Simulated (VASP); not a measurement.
Crystal: LiF.

```
CELL_PARAMETERS angstrom
3.74291 0.00000 0.00000
0.00000 3.74291 0.00000
0.00000 0.00000 11.30952
ATOMIC_POSITIONS crystal
Li 0.43203 0.88390 0.93858
Li 0.38390 0.06797 0.18858
Li 0.06797 0.38390 0.81142
Li 0.88390 0.43203 0.06142
Li 0.56797 0.11610 0.43858
Li 0.61610 0.93203 0.68858
Li 0.93203 0.61610 0.31142
Li 0.11610 0.56797 0.56142
F 0.06797 0.61610 0.93858
F 0.11610 0.43203 0.18858
F 0.43203 0.11610 0.81142
F 0.61610 0.06797 0.06142
F 0.93203 0.38390 0.43858
F 0.88390 0.56797 0.68858
F 0.56797 0.88390 0.31142
F 0.38390 0.93203 0.56142
```

The cell was generated, and may not be a known phase.

| Quantity | Value |
| --- | --- |
| Program | VASP 6.6.1 |
| Task | relaxation of cell and atoms |
| Functional | PBE |
| Potentials or basis | VASP PAW PBE potentials, release 64 (Li_sv, F) |
| Cutoff | 600 eV |
| k mesh | 4 × 4 × 2 |
| Occupations | gaussian, width 0.1 eV |
| Spin | no spin polarisation |

At the start: pressure 14.2 GPa; volume 9.90 Å³/atom.

How do energy, volume and symmetry change on relaxing?

Over 25 steps the energy falls by 159.6 meV/atom and the volume is 9.44 Å³/atom (-4.7 %); space group P4_32_12 (No. 96, to 0.1 Å) before and after.

The path:
```csv
step,energy change (eV),largest force (eV/Å),pressure (GPa),volume (Å³)
1,0.0000,0.6239,14.22,158.44
2,-1.4035,0.2975,3.38,179.40
3,-1.4776,0.3141,-2.64,200.32
4,-1.5617,0.2968,-0.55,191.76
5,-1.5623,0.2956,-0.36,191.05
6,-1.6354,0.1988,-0.65,191.11
7,-1.7064,0.1838,-1.09,191.20
8,-1.7801,0.1599,-1.02,188.51
9,-1.9894,0.1858,-0.88,180.32
10,-2.3550,0.2498,-0.50,163.50
11,-1.4085,1.1800,7.37,128.98
12,-2.3759,0.3295,0.08,158.66
13,-2.3077,0.3934,2.29,142.39
14,-2.4115,0.3394,0.68,152.60
15,-2.4929,0.1630,0.13,150.32
16,-2.4979,0.1837,0.00,149.53
17,-2.5239,0.1034,0.32,149.57
18,-2.5320,0.0886,0.64,149.60
19,-2.5428,0.0611,-0.18,151.10
20,-2.5430,0.0623,-0.32,151.34
21,-2.5467,0.0540,-0.09,150.97
22,-2.5488,0.0476,0.34,150.24
23,-2.5511,0.0407,0.21,150.50
24,-2.5518,0.0424,0.11,150.72
25,-2.5535,0.0293,0.05,150.99
```

Final structure:
```
CELL_PARAMETERS angstrom
3.26098 0.00000 0.00000
0.00000 3.26098 0.00000
0.00000 0.00000 14.19909
ATOMIC_POSITIONS crystal
Li 0.49648 0.88805 0.93599
Li 0.38805 0.00352 0.18599
Li 0.00352 0.38805 0.81401
Li 0.88805 0.49648 0.06401
Li 0.50352 0.11195 0.43599
Li 0.61195 0.99648 0.68599
Li 0.99648 0.61195 0.31401
Li 0.11195 0.50352 0.56401
F 0.00931 0.56797 0.93688
F 0.06797 0.49069 0.18688
F 0.49069 0.06797 0.81312
F 0.56797 0.00931 0.06312
F 0.99069 0.43203 0.43688
F 0.93203 0.50931 0.68688
F 0.50931 0.93203 0.31312
F 0.43203 0.99069 0.56312
```

Caveat: the cutoff is under 1.25 times the usual one of these potentials, so pressure, stress and relaxed cells hold a basis-set (Pulay) error; a cell axis changed by over 15 % at a fixed basis, so the end point is rough.
